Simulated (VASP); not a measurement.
Here is a VASP 6.6.1 calculation.

POSCAR

```
CdSe
1.0
    4.3856134114      0.0000000000      0.0000000000
   -2.1928067057      3.7980526255      0.0000000000
    0.0000000000      0.0000000000      7.1571808672
Cd Se
2 2
Direct
    0.6666666667      0.3333333333     -0.0003349498
    0.3333333333      0.6666666667      0.4996650502
    0.6666666667      0.3333333333      0.3753349498
    0.3333333333      0.6666666667      0.8753349498
```

Contents of INCAR.step1:

```
PREC     = Accurate       # precision mode
ENCUT    = 600            # plane-wave cutoff, eV
ISMEAR   = 0              # smearing method
SIGMA    = 0.05           # smearing width, eV
LREAL    = False          # projectors in reciprocal space
LASPH    = True           # aspherical terms in the spheres
NELM     = 100            # most SCF steps
GGA      = PE             # functional
ALGO     = Normal         # electronic algorithm
EDIFF    = 1E-4           # SCF threshold, eV
LWAVE    = True           # write WAVECAR
LCHARG   = False          # write CHGCAR
```

INCAR.step2

```
PREC     = Accurate       # precision mode
ENCUT    = 600            # plane-wave cutoff, eV
EDIFF    = 1E-6           # SCF threshold, eV
ISMEAR   = 0              # smearing method
SIGMA    = 0.05           # smearing width, eV
LREAL    = False          # projectors in reciprocal space
LASPH    = True           # aspherical terms in the spheres
NELM     = 100            # most SCF steps
ALGO     = Normal         # electronic algorithm
ISIF     = 4              # what is computed and relaxed
LWAVE    = False          # write WAVECAR
LCHARG   = False          # write CHGCAR
METAGGA  = R2SCAN         # meta-GGA
LMIXTAU  = True         
IBRION   = 2              # ionic algorithm
NSW      = 60             # ionic steps
EDIFFG   = -0.02          # ionic threshold
ISTART   = 1
```

KPOINTS

```
regular mesh
0
Gamma
  10 10 6
```

Potentials or basis: VASP PAW PBE potentials, release 64 (Cd, Se).

Launch:

```bash
$ cat potpaw_PBE.64/Cd/POTCAR potpaw_PBE.64/Se/POTCAR > POTCAR
$ cp INCAR.step1 INCAR
$ mpirun -np 1 vasp_std > vasp.out
$ cp INCAR.step2 INCAR
$ mpirun -np 1 vasp_std > vasp.out
```

Task: Predict the band gap on the k mesh.

Result: 1.02 eV.

Final structure:
```
Cd Se
1.0
     4.38561    0.00000    0.00000
    -2.19281    3.79805    0.00000
     0.00000    0.00000    7.15718
Cd Se
2 2
Cartesian
  2.1928 1.2660 7.1548
  0.0000 2.5320 3.5762
  2.1928 1.2660 2.6863
  0.0000 2.5320 6.2649
```

Caveat: the relaxation stopped at its first step, so nothing moved; the PAW data sets were made with another functional, which shifts forces and pressure a little. r2SCAN opens gaps a little over a GGA but as a rule still falls short of measured ones.
